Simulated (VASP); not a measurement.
A run of VASP 6.6.1 is set up as follows.

INCAR

```
SYSTEM = Sn
  ALGO = Fast
  EDIFF = 1E-7
  ENCUT = 520
  GGA = PS
  ISIF = 2
  ISMEAR = 0
  LASPH = .TRUE.
  LCHARG = .FALSE.
  LREAL = .FALSE.
  LWAVE = .FALSE.
  NBANDS = 21
  NELM = 80
  PREC = Accurate
  SIGMA = 0.15
```

The input KPOINTS:

```
k-points
0
G
  12 12 12
  0 0 0
```

File POSCAR:

```
Sn
1.0
    0.0000000000      3.2293720000      3.2456000000
    3.2618280000      0.0000000000      3.2456000000
    3.2618280000      3.2293720000      0.0000000000
Sn
2
Direct
    0.5000000000      0.5000000000      0.5000000000
    0.7500000000      0.7500000000      0.7500000000
```

Potentials or basis: VASP PAW PBE potentials, release 64 (Sn_d).

Launch:

```bash
$ cat potpaw_PBE.64/Sn_d/POTCAR > POTCAR
$ mpirun -np 1 vasp_std > vasp.out
```

Q: Predict the band gap on the k mesh.

A: Zero (band 14 reaches 5.57 eV, above the bottom of band 15 at 5.42 eV).

Q: Predict the pressure.

A: 0.9 GPa.

Stress tensor (GPa, compression positive):
```
0.77 0.00 0.00
0.00 1.08 0.00
0.00 0.00 0.93
```

Caveat: the cell differs from its parent crystal (strain +0.0050 x Voigt [1, -1, 0, 0, 0, 0]); the PAW data sets were made with another functional, which shifts forces and pressure a little; spin-orbit coupling is left out, which moves the levels of the heavy elements.
